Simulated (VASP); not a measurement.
# MgO (Periclase) (Fm-3m) in VASP: single point with PBEsol

Aim: the single point of MgO (Periclase) with PBEsol.

Everything below comes from runs of VASP 6.6.1. Logs are shortened: lines on timing, memory, paths and dates and some standing lists are left out, and cuts for length are marked.

## 1. The cell of the first run

The structure is cubic, space group Fm-3m (No. 225). Conventional cell: a = 4.217 Å, b = 4.217 Å, c = 4.217 Å, α = 90.00°, β = 90.00°, γ = 90.00°. Mg (site symmetry m-3m) has 6 O at 2.11 Å within 2.8 Å. O (site symmetry m-3m) has 6 Mg at 2.11 Å within 2.8 Å.

## 2. Single point, PBEsol

INCAR

```
PREC = Accurate
ENCUT = 600
EDIFF = 1E-6
ISMEAR = 0
SIGMA = 0.01
LREAL = F
LASPH = T
NELM = 120
ALGO = Normal
ISIF = 2
LWAVE = F
LCHARG = F
GGA = PS
NBANDS = 11
GGA_COMPAT = F
```

KPOINTS

```
Automatic mesh
0
Gamma
  4 4 4
```

POSCAR

```
MgO
1.0
    0.0000000000      2.1085000000      2.1085000000
    2.1085000000      0.0000000000      2.1085000000
    2.1085000000      2.1085000000      0.0000000000
Mg O
1 1
Direct
    0.0000000000      0.0000000000      0.0000000000
    0.5000000000      0.5000000000      0.5000000000
```

Potentials or basis: VASP PAW PBE potentials, release 64 (Mg, O).

The run is started by

```bash
> cat potpaw_PBE.64/Mg/POTCAR potpaw_PBE.64/O/POTCAR > POTCAR
> mpirun -np 1 vasp_std > vasp.out
```

OUTCAR:

```text
PREC = Accurate
   ENCUT = 600
   EDIFF = 1E-6
   ISMEAR = 0
   LREAL = F
   LASPH = T
   NELM = 120
   ISIF = 2
   GGA = PS

 ion  position               nearest neighbor table
   1  0.000  0.000  0.000-   2 2.11   2 2.11   2 2.11   2 2.11   2 2.11   2 2.11
   2  0.500  0.500  0.500-   1 2.11   1 2.11   1 2.11   1 2.11   1 2.11   1 2.11

  LATTYP: Found a face centered cubic cell.
 ALAT       =     4.2170000000

  Lattice vectors:

 A1 = (   0.0000000000,   2.1085000000,   2.1085000000)
 A2 = (   2.1085000000,   0.0000000000,   2.1085000000)
 A3 = (   2.1085000000,   2.1085000000,   0.0000000000)

Analysis of symmetry for initial positions (statically):
=====================================================================
 Subroutine PRICEL returns:
 Original cell was already a primitive cell.

 Routine SETGRP: Setting up the symmetry group for a
 face centered cubic supercell.

 Subroutine GETGRP returns: Found 48 space group operations
 (whereof 48 operations were pure point group operations)
 out of a pool of 48 trial point group operations.

The static configuration has the point symmetry O_h .

Analysis of symmetry for dynamics (positions and initial velocities):
=====================================================================
 Subroutine PRICEL returns:
 Original cell was already a primitive cell.

 Routine SETGRP: Setting up the symmetry group for a
 face centered cubic supercell.

 Subroutine GETGRP returns: Found 48 space group operations
 (whereof 48 operations were pure point group operations)
 out of a pool of 48 trial point group operations.

The dynamic configuration has the point symmetry O_h .

 Subroutine INISYM returns: Found 48 space group operations
 (whereof 48 operations are pure point group operations),
 and found     1 'primitive' translations

----------------------------------------------------------------------------------------

                                     Primitive cell

  volume of cell :      18.7478

  direct lattice vectors                    reciprocal lattice vectors
     0.000000000  2.108500000  2.108500000    -0.237135404  0.237135404  0.237135404
     2.108500000  0.000000000  2.108500000     0.237135404 -0.237135404  0.237135404
     2.108500000  2.108500000  0.000000000     0.237135404  0.237135404 -0.237135404

  length of vectors
     2.981869296  2.981869296  2.981869296     0.410730569  0.410730569  0.410730569

  position of ions in fractional coordinates (direct lattice)
     0.000000000  0.000000000  0.000000000
     0.500000000  0.500000000  0.500000000

  ion indices of the primitive-cell ions
   primitive index   ion index
                 1           1
                 2           2

----------------------------------------------------------------------------------------

 KPOINTS: Automatic mesh

Automatic generation of k-mesh.
 Grid dimensions read from file:
 generate k-points for:    4    4    4

 Generating k-lattice:

  Cartesian coordinates                     Fractional coordinates (reciprocal lattice)
    -0.059283851  0.059283851  0.059283851     0.250000000  0.000000000  0.000000000
     0.059283851 -0.059283851  0.059283851     0.000000000  0.250000000  0.000000000
     0.059283851  0.059283851 -0.059283851     0.000000000  0.000000000  0.250000000

  Length of vectors
     0.102682642  0.102682642  0.102682642

  Shift w.r.t. Gamma in fractional coordinates (k-lattice)
     0.000000000  0.000000000  0.000000000

 Subroutine IBZKPT returns following result:
 ===========================================

 Found      8 irreducible k-points:

 Following reciprocal coordinates:
            Coordinates               Weight
  0.000000  0.000000  0.000000      1.000000
  0.250000  0.000000  0.000000      8.000000
  0.500000  0.000000  0.000000      4.000000
  0.250000  0.250000  0.000000      6.000000
  0.500000  0.250000  0.000000     24.000000
 -0.250000  0.250000  0.000000     12.000000
  0.500000  0.500000  0.000000      3.000000
 -0.250000  0.500000  0.250000      6.000000
   k-points           NKPTS =      8   k-points in BZ     NKDIM =      8   number of bands    NBANDS=     11
   number of dos      NEDOS =    301   number of ions     NIONS =      2
   total plane-waves  NPLWV =  13824
   dimension x,y,z NGX =    24 NGY =   24 NGZ =   24
   dimension x,y,z NGXF=    48 NGYF=   48 NGZF=   48
   ions per type =               1   1
   NGX,Y,Z   is equivalent  to a cutoff of  13.38, 13.38, 13.38 a.u.
   NGXF,Y,Z  is equivalent  to a cutoff of  26.76, 26.76, 26.76 a.u.
 SYSTEM =  unknown system
   PREC   = accura    normal or accurate (medium, high low for compatibility)
   ISTART =      0    job   : 0-new  1-cont  2-samecut
   ICHARG =      2    charge: 1-file 2-atom 10-const
   ISPIN  =      1    spin polarized calculation?
   LNONCOLLINEAR =      F non collinear calculations
   LSORBIT =      F    spin-orbit coupling
   LASPH  =      T    aspherical Exc in radial PAW
   ENCUT  =  600.0 eV  44.10 Ry    6.64 a.u.   5.96  5.96  5.96*2*pi/ulx,y,z
   NELM   =    120;   NELMIN=  2; NELMDL= -5     # of ELM steps
   EDIFF  = 0.1E-05   stopping-criterion for ELM
   LREAL  =      F    real-space projection
   EDIFFG = 0.1E-04   stopping-criterion for IOM
   NSW    =      0    number of steps for IOM
   IBRION =     -1    ionic relax: 0-MD 1-quasi-New 2-CG
   NFREE  =      0    steps in history (QN), initial steepest desc. (CG)
   ISIF   =      2    stress and relaxation
   ISYM   =      2    0-nonsym 1-usesym 2-fastsym
   POTIM  = 0.5000    time-step for ionic-motion
   TEBEG  =    0.0;   TEEND  =   0.0 temperature during run
   PSTRESS=    0.0 pullay stress
   NELECT =       8.0000    total number of electrons
   NUPDOWN=      -1.0000    fix difference up-down
   EMIN   =  10.00;   EMAX   =-10.00  energy-range for DOS
   EFERMI =   0.00;   METHOD = LEGACY
   ISMEAR =     0;   SIGMA  =   0.01  broadening in eV -4-tet -1-fermi 0-gaus
   EFERMI_NEDOS =   21; number of points for ismear=-14 and -15
   IALGO  =     38    algorithm
   IMIX   =      4    mixing-type and parameters
     AMIX     =   0.40;   BMIX     =  1.00
     AMIX_MAG =   1.60;   BMIX_MAG =  1.00
  volume/ion in A,a.u.               =       9.37        63.26
  Fermi-wavevector in a.u.,A,eV,Ry     =   1.232503  2.329092 20.668107  1.519063
  Thomas-Fermi vector in A             =   2.367270
   LORBIT       =      0    0 simple, 1 ext, 2 COOP (PROOUT), +10 PAW based schemes
   GGA     = PS    functional components
   LHFCALC =     F    Hartree Fock is set to
   AEXX    =    0.0000 exact exchange contribution
   IVDW    =     0    specifies the selected vdW correction
   LEPSILON=     F    determine dielectric tensor
   LRPA    =     F    only Hartree local field effects (RPA)
 non-spin polarized calculation
 Gauss-broadening in eV      SIGMA  =   0.01
  energy-cutoff  :      600.00
  volume of cell :       18.75
 maximum number of plane-waves:       636
   NGX = 11   NGY = 11   NGZ = 11

 number of electron       8.0000005 magnetization

 Free energy of the ion-electron system (eV)
  ---------------------------------------------------
  ext. energy  EPLUGINS =         0.00000000
  ---------------------------------------------------
  free energy    TOTEN  =       -12.50163563 eV

  energy without entropy =      -12.50163563  energy(sigma->0) =      -12.50163563

 E-fermi :   3.1747     XC(G=0): -11.2902

 val. band max:        3.0552097124   @ k =   0.0000   0.0000   0.0000
 cond. band min:       7.6477343718   @ k =   0.0000   0.0000   0.0000
 fundamental gap:      4.5925246594
 Fermi energy:         3.1746742480

 k-point     1 :       0.0000    0.0000    0.0000
  band No.  band energies     occupation
      1     -14.1340      2.00000
      2       3.0552      2.00000
      3       3.0552      2.00000
      4       3.0552      2.00000
      5       7.6477      0.00000
      6      18.6558      0.00000
      7      18.6558      0.00000
      8      18.6558      0.00000
      9      22.4894      0.00000
     10      24.3683      0.00000
     11      24.3683      0.00000

 k-point     2 :       0.2500    0.0000    0.0000
  band No.  band energies     occupation
      1     -13.5379      2.00000
      2       0.3618      2.00000
      3       2.7107      2.00000
      4       2.7107      2.00000
      5      10.0047      0.00000
      6      15.4366      0.00000
      7      19.5155      0.00000
      8      19.5155      0.00000
      9      22.9989      0.00000
     10      22.9989      0.00000
     11      24.8462      0.00000

 k-point     3 :       0.5000    0.0000    0.0000
  band No.  band energies     occupation
      1     -12.8276      2.00000
      2      -1.6161      2.00000
      3       2.3951      2.00000
      4       2.3951      2.00000
      5      10.7677      0.00000
      6      15.5145      0.00000
      7      19.1836      0.00000
      8      19.1836      0.00000
      9      23.7540      0.00000
     10      25.3353      0.00000
     11      25.3353      0.00000

 k-point     4 :       0.2500    0.2500    0.0000
  band No.  band energies     occupation
      1     -13.3723      2.00000
      2       0.3881      2.00000
      3       2.3089      2.00000
      4       2.3089      2.00000
      5      11.0001      0.00000
      6      14.0035      0.00000
      7      18.3729      0.00000
      8      20.3281      0.00000
      9      20.3281      0.00000
     10      26.2475      0.00000
     11      30.1431      0.00000

 k-point     5 :       0.5000    0.2500    0.0000
  band No.  band energies     occupation
      1     -12.7062      2.00000
      2      -0.8089      2.00000
      3       1.1113      2.00000
      4       2.0255      2.00000
      5      12.5752      0.00000
      6      14.4699      0.00000
      7      16.1826      0.00000
      8      20.5198      0.00000
      9      21.6539      0.00000
     10      27.3294      0.00000
     11      29.6028      0.00000

 k-point     6 :      -0.2500    0.2500    0.0000
  band No.  band energies     occupation
      1     -12.9020      2.00000
      2      -0.4843      2.00000
      3       1.0264      2.00000
      4       2.3954      2.00000
      5      12.3829      0.00000
      6      14.6589      0.00000
      7      16.9256      0.00000
      8      20.3979      0.00000
      9      22.8261      0.00000
     10      23.8229      0.00000
     11      28.5779      0.00000

 k-point     7 :       0.5000    0.5000    0.0000
  band No.  band energies     occupation
      1     -12.5634      2.00000
      2      -1.0821      2.00000
      3       1.6915      2.00000
      4       1.6915      2.00000
      5      11.9609      0.00000
      6      12.8816      0.00000
      7      15.9855      0.00000
      8      21.8343      0.00000
      9      21.8343      0.00000
     10      28.2101      0.00000
     11      29.7476      0.00000

 k-point     8 :      -0.2500    0.5000    0.2500
  band No.  band energies     occupation
      1     -12.5096      2.00000
      2       0.0580      2.00000
      3       0.0580      2.00000
      4       1.2643      2.00000
      5      14.5234      0.00000
      6      14.5234      0.00000
      7      15.0897      0.00000
      8      18.3882      0.00000
      9      24.7965      0.00000
     10      24.7965      0.00000
     11      29.2290      0.00000

------------------------ aborting loop because EDIFF is reached ----------------------------------------

  FORCE on cell =-STRESS in cart. coord.  units (eV):
  Direction    XX          YY          ZZ          XY          YZ          ZX
  --------------------------------------------------------------------------------------
  -------------------------------------------------------------------------------------
  Total       -0.1188596     -0.1188596     -0.1188596     -0.0000000      0.0000000     -0.0000000
  in kB      -10.1576679    -10.1576679    -10.1576679     -0.0000000      0.0000000     -0.0000000
  external PRESSURE =     -10.1576679 kB  Pullay stress =       0.0000000 kB

 VOLUME and BASIS-vectors are now :
 -----------------------------------------------------------------------------
  energy-cutoff  :      600.00
  volume of cell :       18.75
      direct lattice vectors                 reciprocal lattice vectors
     0.000000000  2.108500000  2.108500000    -0.237135404  0.237135404  0.237135404
     2.108500000  0.000000000  2.108500000     0.237135404 -0.237135404  0.237135404
     2.108500000  2.108500000  0.000000000     0.237135404  0.237135404 -0.237135404

 POSITION                                       TOTAL-FORCE (eV/Angst)
 -----------------------------------------------------------------------------------
      0.00000      0.00000      0.00000        -0.000000     -0.000000      0.000000
      2.10850      2.10850      2.10850         0.000000      0.000000     -0.000000
 -----------------------------------------------------------------------------------
    total drift:                               -0.000000     -0.000000      0.000000

  FREE ENERGIE OF THE ION-ELECTRON SYSTEM (eV)
  ---------------------------------------------------
  free  energy   TOTEN  =       -12.5016356320 eV

  energy  without entropy=      -12.5016356320  energy(sigma->0) =      -12.50163563
```

It took 7.2 s on 1 thread of AMD EPYC 7R13, shared host; peak memory 0.11 GiB.

Results:

| Property | Result |
| --- | --- |
| Free energy | -12.5016 eV |
| Pressure | -1.0 GPa |
| Band gap on the k mesh | 4.59 eV, direct |

Levels at points of the mesh, in eV from the valence-band top:
| k point | band 1 | band 2 | band 3 | band 4 | band 5 | band 6 | band 7 | band 8 | band 9 |
| --- | --- | --- | --- | --- | --- | --- | --- | --- | --- |
| (0.00, 0.00, 0.00) | -17.19 | 0.00 | 0.00 | 0.00 | 4.59 | 15.60 | 15.60 | 15.60 | 19.43 |
| (0.50, 0.00, 0.00) | -15.88 | -4.67 | -0.66 | -0.66 | 7.71 | 12.46 | 16.13 | 16.13 | 20.70 |
| (0.50, 0.50, 0.00) | -15.62 | -4.14 | -1.36 | -1.36 | 8.91 | 9.83 | 12.93 | 18.78 | 18.78 |

Caveat: the k points lie up to 0.65 Å⁻¹ apart; the PAW data sets were made with another functional, which shifts forces and pressure a little. PBEsol gaps usually lie below the measured ones, often by a third to a half.
